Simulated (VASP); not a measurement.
# SiRu6 in VASP: single point with PBE

Aim: the single point of SiRu6 with PBE.

Everything below comes from runs of VASP 6.6.1. Logs are shortened: lines on timing, memory, paths and dates and some standing lists are left out, and cuts for length are marked.

## Step 1: The cell of the first run

The cell holds a slab with vacuum, 7 atoms: a = 2.720 Å, b = 4.297 Å, c = 20.838 Å, α = 90.00°, β = 90.00°, γ = 90.00°.

## Step 2: Single point, PBE

File INCAR:

```
SYSTEM = SiRu6
ALGO = Normal
DIPOL = 0.5 0.5 0.354
EDIFF = 1E-7
ENCUT = 520
GGA = PE
IDIPOL = 3
ISIF = 2
ISMEAR = 0
LASPH = .True.
LCHARG = .True.
LDIPOL = .True.
LELF = .True.
LREAL = .False.
LVACPOTAV = .True.
LVHAR = .True.
LWAVE = .False.
NBANDS = 53
NELM = 60
PREC = Accurate
SIGMA = 0.1
```

File KPOINTS:

```
k-points
0
Gamma
  10 6 1
  0 0 0
```

File POSCAR:

```
SiRu6
1.0
    2.7197977462      0.0000000000      0.0000000000
    0.0000000000      4.2966597640      0.0000000000
    0.0000000000      0.0000000000     20.8383397414
Ru Si
6 1
Direct
    0.0000000000      0.7500000000      0.1919538720
    0.5000000000      0.2500000000      0.2296314409
    0.5000000000      0.7500000000      0.3049865786
    0.0000000000      0.2500000000      0.3407382302
    0.0000000000      0.7500000000      0.4168575075
    0.5000000000      0.2500000000      0.4481326179
    1.0000000000      0.2500000000      0.5432960908
```

Potentials or basis: VASP PAW PBE potentials, release 64 (Ru_pv, Si).

Command:

```console
$ cat potpaw_PBE.64/Ru_pv/POTCAR potpaw_PBE.64/Si/POTCAR > POTCAR
$ mpirun -np 1 vasp_std > vasp.out
```

OUTCAR:

```text
SYSTEM = SiRu6
   EDIFF = 1E-7
   ENCUT = 520
   GGA = PE
   ISIF = 2
   ISMEAR = 0
   LASPH = .True.
   LREAL = .False.
   NELM = 60
   PREC = Accurate

 ion  position               nearest neighbor table
   1  0.000  0.750  0.192-   2 2.66   2 2.66   2 2.66   2 2.66   3 2.72   3 2.72
   2  0.500  0.250  0.230-   3 2.66   3 2.66   1 2.66   1 2.66   1 2.66   1 2.66   4 2.69   4 2.69

   3  0.500  0.750  0.305-   4 2.65   4 2.65   4 2.65   4 2.65   2 2.66   2 2.66   5 2.70   5 2.70
                             1 2.72   1 2.72
   4  0.000  0.250  0.341-   6 2.62   6 2.62   3 2.65   3 2.65   3 2.65   3 2.65   5 2.67   5 2.67
                             2 2.69   2 2.69
   5  0.000  0.750  0.417-   6 2.62   6 2.62   6 2.62   6 2.62   4 2.67   4 2.67   3 2.70   3 2.70

   6  0.500  0.250  0.448-   7 2.40   7 2.40   4 2.62   4 2.62   5 2.62   5 2.62   5 2.62   5 2.62

   7  0.000  0.250  0.543-   6 2.40   6 2.40

  LATTYP: Found a simple orthorhombic cell.
 ALAT       =     2.7197977462
 B/A-ratio  =     1.5797717937
 C/A-ratio  =     7.6617240273

  Lattice vectors:

 A1 = (   2.7197977462,   0.0000000000,   0.0000000000)
 A2 = (   0.0000000000,   4.2966597640,   0.0000000000)
 A3 = (   0.0000000000,   0.0000000000,  20.8383397414)

Analysis of symmetry for initial positions (statically):
=====================================================================
 Subroutine PRICEL returns:
 Original cell was already a primitive cell.

 Routine SETGRP: Setting up the symmetry group for a
 simple orthorhombic supercell.

 Subroutine GETGRP returns: Found  4 space group operations
 (whereof  2 operations were pure point group operations)
 out of a pool of  8 trial point group operations.

The static configuration has the point symmetry C_1h.
 The point group associated with its full space group is C_2v.

Analysis of symmetry for dynamics (positions and initial velocities):
=====================================================================
 Subroutine PRICEL returns:
 Original cell was already a primitive cell.

 Routine SETGRP: Setting up the symmetry group for a
 simple orthorhombic supercell.

 Subroutine GETGRP returns: Found  4 space group operations
 (whereof  2 operations were pure point group operations)
 out of a pool of  8 trial point group operations.

The dynamic configuration has the point symmetry C_1h.
 The point group associated with its full space group is C_2v.

 Subroutine INISYM returns: Found  4 space group operations
 (whereof  2 operations are pure point group operations),
 and found     1 'primitive' translations

----------------------------------------------------------------------------------------

                                     Primitive cell

  volume of cell :     243.5178

  direct lattice vectors                    reciprocal lattice vectors
     2.719797746  0.000000000  0.000000000     0.367674398  0.000000000  0.000000000
     0.000000000  4.296659764  0.000000000     0.000000000  0.232738931  0.000000000
     0.000000000  0.000000000 20.838339741     0.000000000  0.000000000  0.047988468

  length of vectors
     2.719797746  4.296659764 20.838339741     0.367674398  0.232738931  0.047988468

  position of ions in fractional coordinates (direct lattice)
     0.000000000  0.750000000  0.191953872
     0.500000000  0.250000000  0.229631441
     0.500000000  0.750000000  0.304986579
     0.000000000  0.250000000  0.340738230
     0.000000000  0.750000000  0.416857507
     0.500000000  0.250000000  0.448132618
     0.000000000  0.250000000  0.543296091

  ion indices of the primitive-cell ions
   primitive index   ion index
                 1           1
                 2           2
                 3           3
                 4           4
                 5           5
                 6           6
                 7           7

----------------------------------------------------------------------------------------

 KPOINTS: k-points

Automatic generation of k-mesh.
 Grid dimensions read from file:
 generate k-points for:   10    6    1

 Generating k-lattice:

  Cartesian coordinates                     Fractional coordinates (reciprocal lattice)
     0.036767440  0.000000000  0.000000000     0.100000000  0.000000000  0.000000000
     0.000000000  0.038789822  0.000000000     0.000000000  0.166666667  0.000000000
     0.000000000  0.000000000  0.047988468     0.000000000  0.000000000  1.000000000

  Length of vectors
     0.036767440  0.038789822  0.047988468

  Shift w.r.t. Gamma in fractional coordinates (k-lattice)
     0.000000000  0.000000000  0.000000000

 Subroutine IBZKPT returns following result:
 ===========================================

 Found     24 irreducible k-points:

 Following reciprocal coordinates:
            Coordinates               Weight
  0.000000  0.000000  0.000000      1.000000
  0.100000  0.000000  0.000000      2.000000
  0.200000  0.000000  0.000000      2.000000
  0.300000  0.000000  0.000000      2.000000
  0.400000  0.000000  0.000000      2.000000
  0.500000  0.000000  0.000000      1.000000
[... 16 lines left out ...]
  0.400000  0.500000  0.000000      2.000000
  0.500000  0.500000  0.000000      1.000000
   k-points           NKPTS =     24   k-points in BZ     NKDIM =     24   number of bands    NBANDS=     53
   number of dos      NEDOS =    301   number of ions     NIONS =      7
   total plane-waves  NPLWV = 102400
   dimension x,y,z NGX =    20 NGY =   32 NGZ =  160
   dimension x,y,z NGXF=    40 NGYF=   64 NGZF=  320
   ions per type =               6   1
   NGX,Y,Z   is equivalent  to a cutoff of  12.22, 12.38, 12.76 a.u.
   NGXF,Y,Z  is equivalent  to a cutoff of  24.45, 24.76, 25.53 a.u.
 SYSTEM =  SiRu6
   PREC   = accura    normal or accurate (medium, high low for compatibility)
   ISTART =      0    job   : 0-new  1-cont  2-samecut
   ICHARG =      2    charge: 1-file 2-atom 10-const
   ISPIN  =      1    spin polarized calculation?
   LNONCOLLINEAR =      F non collinear calculations
   LSORBIT =      F    spin-orbit coupling
   LASPH  =      T    aspherical Exc in radial PAW
   ENCUT  =  520.0 eV  38.22 Ry    6.18 a.u.   5.06  7.99 38.75*2*pi/ulx,y,z
   NELM   =     60;   NELMIN=  2; NELMDL= -5     # of ELM steps
   EDIFF  = 0.1E-06   stopping-criterion for ELM
   LREAL  =      F    real-space projection
   EDIFFG = 0.1E-05   stopping-criterion for IOM
   NSW    =      0    number of steps for IOM
   IBRION =     -1    ionic relax: 0-MD 1-quasi-New 2-CG
   NFREE  =      0    steps in history (QN), initial steepest desc. (CG)
   ISIF   =      2    stress and relaxation
   ISYM   =      2    0-nonsym 1-usesym 2-fastsym
   POTIM  = 0.5000    time-step for ionic-motion
   TEBEG  =    0.0;   TEEND  =   0.0 temperature during run
   PSTRESS=    0.0 pullay stress
   NELECT =      88.0000    total number of electrons
   NUPDOWN=      -1.0000    fix difference up-down
   EMIN   =  10.00;   EMAX   =-10.00  energy-range for DOS
   EFERMI =   0.00;   METHOD = LEGACY
   ISMEAR =     0;   SIGMA  =   0.10  broadening in eV -4-tet -1-fermi 0-gaus
   EFERMI_NEDOS =   21; number of points for ismear=-14 and -15
   IALGO  =     38    algorithm
   IMIX   =      4    mixing-type and parameters
     AMIX     =   0.40;   BMIX     =  1.00
     AMIX_MAG =   1.60;   BMIX_MAG =  1.00
  volume/ion in A,a.u.               =      34.79       234.76
  Fermi-wavevector in a.u.,A,eV,Ry     =   1.166072  2.203557 18.500178  1.359725
  Thomas-Fermi vector in A             =   2.302590
   LORBIT       =      0    0 simple, 1 ext, 2 COOP (PROOUT), +10 PAW based schemes
   GGA     = PE    functional components
   LHFCALC =     F    Hartree Fock is set to
   AEXX    =    0.0000 exact exchange contribution
   IVDW    =     0    specifies the selected vdW correction
   LEPSILON=     F    determine dielectric tensor
   LRPA    =     F    only Hartree local field effects (RPA)
 non-spin polarized calculation
 Gauss-broadening in eV      SIGMA  =   0.10
  energy-cutoff  :      520.00
  volume of cell :      243.52
 maximum number of plane-waves:      6614
   NGX = 11   NGY = 15   NGZ = 77

 dipolmoment           0.000000      0.000000     -0.011911 electrons x Angstroem

 number of electron      88.0000041 magnetization

 dipolmoment           0.000000      0.000000      0.021838 electrons x Angstroem

 Free energy of the ion-electron system (eV)
  ---------------------------------------------------
  ext. energy  EPLUGINS =         0.00000000
  ---------------------------------------------------
  free energy    TOTEN  =       -56.85332846 eV

  energy without entropy =      -56.81059299  energy(sigma->0) =      -56.83196072

 E-fermi :   1.9542     XC(G=0):  -6.4951

 val. band max:        1.9540079673   @ k =   0.4000   0.3333   0.0000
 cond. band min:       1.9632573162   @ k =   0.2000   0.3333   0.0000
 fundamental gap:      0.0092493490
 Fermi energy:         1.9542446888

 k-point     1 :       0.0000    0.0000    0.0000
  band No.  band energies     occupation
      1     -41.6427      2.00000
      2     -41.3998      2.00000
      3     -41.3375      2.00000
      4     -41.2544      2.00000
      5     -41.1855      2.00000
      6     -41.0214      2.00000
[... 45 lines left out ...]
     52       3.4400      0.00000
     53       3.7933      0.00000

 k-point     2 :       0.1000    0.0000    0.0000
  band No.  band energies     occupation
      1     -41.6188      2.00000
      2     -41.3870      2.00000
      3     -41.3169      2.00000
      4     -41.2477      2.00000
      5     -41.1654      2.00000
      6     -41.0732      2.00000
[... 45 lines left out ...]
     52       3.6789      0.00000
     53       3.9746      0.00000
[... 1174 lines left out ...]
     52       4.1309      0.00000
     53       4.6218      0.00000

 k-point    24 :       0.5000    0.5000    0.0000
  band No.  band energies     occupation
      1     -41.6079      2.00000
      2     -41.5998      2.00000
      3     -41.5190      2.00000
      4     -41.4020      2.00000
      5     -41.3085      2.00000
      6     -41.2612      2.00000
[... 45 lines left out ...]
     52       4.3858      0.00000
     53       5.0364      0.00000

------------------------ aborting loop because EDIFF is reached ----------------------------------------

  FORCE on cell =-STRESS in cart. coord.  units (eV):
  Direction    XX          YY          ZZ          XY          YZ          ZX
  --------------------------------------------------------------------------------------
  -------------------------------------------------------------------------------------
  Total       -3.5190969     -1.6401560      0.2283528      0.0000000      0.0000000      0.0000000
  in kB      -23.1532054    -10.7910835      1.5024025      0.0000000      0.0000000      0.0000000
  external PRESSURE =     -10.8139621 kB  Pullay stress =       0.0000000 kB

 VOLUME and BASIS-vectors are now :
 -----------------------------------------------------------------------------
  energy-cutoff  :      520.00
  volume of cell :      243.52
      direct lattice vectors                 reciprocal lattice vectors
     2.719797746  0.000000000  0.000000000     0.367674398  0.000000000  0.000000000
     0.000000000  4.296659764  0.000000000     0.000000000  0.232738931  0.000000000
     0.000000000  0.000000000 20.838339741     0.000000000  0.000000000  0.047988468

 POSITION                                       TOTAL-FORCE (eV/Angst)
 -----------------------------------------------------------------------------------
      0.00000      3.22249      4.00000         0.000000      0.000000      0.880491
      1.35990      1.07416      4.78514         0.000000      0.000000     -0.434321
      1.35990      3.22249      6.35541         0.000000      0.000000     -0.048286
      0.00000      1.07416      7.10042         0.000000      0.000000     -1.179681
      0.00000      3.22249      8.68662         0.000000      0.000000     -0.338117
      1.35990      1.07416      9.33834         0.000000      0.000000      1.107961
      0.00000      1.07416     11.32139         0.000000      0.000000      0.011952
 -----------------------------------------------------------------------------------
    total drift:                               -0.000000      0.000000      0.000123

  FREE ENERGIE OF THE ION-ELECTRON SYSTEM (eV)
  ---------------------------------------------------
  free  energy   TOTEN  =       -56.8533284561 eV

  energy  without entropy=      -56.8105929870  energy(sigma->0) =      -56.83196072

 vacuum level on the upper side and lower side of the slab         7.075         6.736
```

Wall time 15 min (1 thread of Intel Xeon 8259CL, shared host); peak memory 0.45 GiB.

What came out:

| Quantity | Value |
| --- | --- |
| Free energy | -56.8533 eV |
| Largest force | 1.180 eV/Å |
| Band gap on the k mesh | zero (bands 44 and 45 overlap by 1.32 eV) |

Forces in eV/Å, atoms in the order of the input:
```
Ru   0.000  0.000  0.880
Ru   0.000  0.000 -0.434
Ru   0.000  0.000 -0.048
Ru   0.000  0.000 -1.180
Ru   0.000  0.000 -0.338
Ru   0.000  0.000  1.108
Si   0.000  0.000  0.012
```

Levels at points of the mesh, in eV from the Fermi level:
| k point | band 42 | band 43 | band 44 | band 45 | band 46 | band 47 |
| --- | --- | --- | --- | --- | --- | --- |
| (0.00, 0.00, 0.00) | -1.21 | -1.19 | -0.69 | -0.68 | -0.44 | -0.10 |
| (0.50, 0.00, 0.00) | 0.07 | 0.11 | 0.15 | 0.91 | 1.35 | 1.42 |
| (0.00, 0.50, 0.00) | -0.88 | -0.75 | -0.11 | 0.06 | 0.37 | 0.45 |
| (0.50, 0.50, 0.00) | -0.02 | 0.10 | 0.63 | 0.98 | 1.07 | 1.33 |
